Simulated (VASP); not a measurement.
A run of VASP 6.6.1 is set up as follows.

The input INCAR:

```
SYSTEM = Al
ALGO = Normal
EDIFF = 1E-7
ENCUT = 520
GGA = RE
ISIF = 2
ISMEAR = -1
LASPH = .True.
LCHARG = .False.
LREAL = .False.
LWAVE = .False.
NBANDS = 10
NELM = 100
PREC = Accurate
SIGMA = 0.1
```

The input KPOINTS:

```
k-points
0
Gamma
  14 14 8
  0 0 0
```

The input POSCAR:

```
Al
1.0
    2.8926202137      0.0000000000      0.0000000000
   -1.4463101069      2.5050825886      0.0000000000
    0.0000000000      0.0000000000      4.6533925507
Al
2
Direct
    0.3333333333      0.6666666667      0.2500000000
    0.6666666667      0.3333333333      0.7500000000
```

Potentials or basis: VASP PAW PBE potentials, release 64 (Al).

Launch:

```bash
$ cat potpaw_PBE.64/Al/POTCAR > POTCAR
$ mpirun -np 1 vasp_std > vasp.out
```

(1) Predict the pressure.

(2) Estimate the band gap on the k mesh.

Answers

(1) -0.1 GPa.

(2) zero (band 3 reaches 12.20 eV, above the bottom of band 4 at 4.64 eV).

Caveat: the PAW data sets were made with another functional, which shifts forces and pressure a little.
